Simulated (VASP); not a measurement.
Write the native input for VASP 6.6.1 that does the following.

```yaml
Task: relaxation of volume and atoms at fixed shape
Functional: PBEsol
Potentials_or_basis: VASP PAW PBE potentials, release 64 (O, Zn, Mg)
Cutoff: 700 eV
k_mesh: 1 × 1 × 1, shifted
Occupations: fermi-dirac, width 0.05 eV
Spin: no spin polarisation
Dipole_correction: no
Further_INCAR_settings: LREAL = Auto; ALGO = Normal; EDIFF = 1e-07; ISYM = -1; IBRION = 2; EDIFFG = -0.03; NSW = 100; ISIF = 8
```

The structure of MgZn15O16 lies in POSCAR:

```
MgZn15O16
1.0
    8.5241550000      0.0000000000      0.0000000000
    0.0000000000      8.5241550000      0.0000000000
    0.0000000000      0.0000000000      8.5241550000
O Zn Mg
32 30 2
Direct
    0.2489590000      0.0006830000      0.0013560000
    0.2500520000      0.9969280000      0.5015500000
    0.2507630000      0.4985780000      0.9968280000
    0.2538200000      0.4992540000      0.5004390000
    0.7488790000      0.9997740000      0.9999970000
    0.7477940000      0.9993710000      0.4968160000
    0.7492880000      0.5034980000      0.9960250000
    0.7512670000      0.5017620000      0.5039490000
    0.0010950000      0.2498860000      0.0009840000
    0.0006210000      0.2531250000      0.4993960000
    0.0031610000      0.7490990000      0.9982630000
    0.0029550000      0.7506360000      0.4967770000
    0.4941320000      0.2488420000      0.9984490000
    0.5006430000      0.2508850000      0.5027480000
    0.5021790000      0.7494610000      0.0059530000
    0.5010050000      0.7530240000      0.4974990000
    0.9984720000      0.9972400000      0.2515180000
    0.0040040000      0.9954700000      0.7520070000
    0.0012230000      0.5011560000      0.2493360000
    0.0017280000      0.4986690000      0.7506760000
    0.5076850000      0.0024200000      0.2520670000
    0.4979310000      0.9969320000      0.7479140000
    0.4961660000      0.5016970000      0.2505030000
    0.4973230000      0.5045550000      0.7505050000
    0.2482760000      0.2503660000      0.2504530000
    0.2533060000      0.2471290000      0.7515800000
    0.2503830000      0.7537890000      0.2487470000
    0.2482190000      0.7452470000      0.7495260000
    0.7468570000      0.2519880000      0.2506080000
    0.7461420000      0.2543210000      0.7501940000
    0.7458950000      0.7482740000      0.2520520000
    0.7482140000      0.7537200000      0.7525360000
    0.0003750000      0.9981260000      0.9990700000
    0.9976930000      0.9992160000      0.4969840000
    0.9953900000      0.5015300000      0.0029220000
    0.9989060000      0.5036630000      0.4995020000
    0.5017830000      0.9989000000      0.0039630000
    0.5004290000      0.0029460000      0.5004880000
    0.5026660000      0.4968540000      0.0014420000
    0.4976840000      0.5025700000      0.5001070000
    0.2505020000      0.2500250000      0.0002900000
    0.2506110000      0.2511520000      0.4946770000
    0.2536750000      0.7500340000      0.9986560000
    0.2491820000      0.7463530000      0.4979170000
    0.7490730000      0.2550590000      0.9999400000
    0.7475560000      0.2485620000      0.5019670000
    0.7489330000      0.7528410000      0.9990480000
    0.7474830000      0.7477810000      0.4985250000
    0.2514610000      0.9996040000      0.2532500000
    0.2490270000      0.0018820000      0.7511250000
    0.2487130000      0.5005930000      0.2517110000
    0.7490760000      0.0012860000      0.2473870000
    0.7460960000      0.9995880000      0.7503230000
    0.7461910000      0.5050370000      0.2495220000
    0.7495490000      0.5032620000      0.7504320000
    0.0002620000      0.2492340000      0.2531760000
    0.0009810000      0.2503820000      0.7433370000
    0.0004000000      0.7494630000      0.2514360000
    0.4984820000      0.2481900000      0.2485870000
    0.4997100000      0.2517850000      0.7475270000
    0.5025280000      0.7478310000      0.2498610000
    0.5010360000      0.7494760000      0.7492580000
    0.2474500000      0.5008140000      0.7486870000
    0.0014880000      0.7528330000      0.7488770000
```

These files were run (other wordings do the same):

INCAR

```
SYSTEM = MgZn15O16
PREC     = Accurate       ! precision mode
ENCUT    = 700            ! plane-wave cutoff, eV
EDIFF    = 1E-7           ! SCF threshold, eV
ISMEAR   = -1             ! smearing method
SIGMA    = 0.05           ! smearing width, eV
LREAL    = Auto         
LASPH    = .True.         ! aspherical terms in the spheres
NELM     = 120            ! most SCF steps
ALGO     = Normal         ! electronic algorithm
ISIF     = 8              ! what is computed and relaxed
LWAVE    = .False.        ! write WAVECAR
LCHARG   = .False.        ! write CHGCAR
GGA      = PS             ! functional
IBRION   = 2              ! ionic algorithm
NSW      = 100            ! ionic steps
EDIFFG   = -0.03          ! ionic threshold
ISYM     = -1           
GGA_COMPAT= .False.      
NELMIN   = 4            
KPAR     = 1
```

KPOINTS

```
explicit points
1
Reciprocal
  0.25000000   0.25000000   0.25000000 1
```

Potentials or basis: VASP PAW PBE potentials, release 64 (O, Zn, Mg).

Run with:

```console
$ cat potpaw_PBE.64/O/POTCAR potpaw_PBE.64/Zn/POTCAR potpaw_PBE.64/Mg/POTCAR > POTCAR
$ mpirun -np 4 vasp_std > vasp.out
```

It gave:

```yaml
Relaxed_volume: 9.72 Å³/atom
Relaxed_cell: a = 8.538 Å, b = 8.538 Å, c = 8.538 Å, α = 90.00°, β = 90.00°, γ = 90.00°
Space_group_after_relaxing_to_0.1_Å: Cmmm (No. 65)
Energy_gained_by_relaxing: 5.1 meV/atom
Ionic_steps: 12
Pressure_after_relaxing: 0.1 GPa
Largest_force_after_relaxing: 0.015 eV/Å
Band_gap_on_the_k_mesh: 2.37 eV
```

Caveat: the PAW data sets were made with another functional, which shifts forces and pressure a little; a shifted mesh leaves out Γ, where band edges can lie.

Wall time 31 min on 4 MPI ranks on AMD EPYC 9R14 (Zen 4) (shared host), peak memory 0.45 GiB a rank.
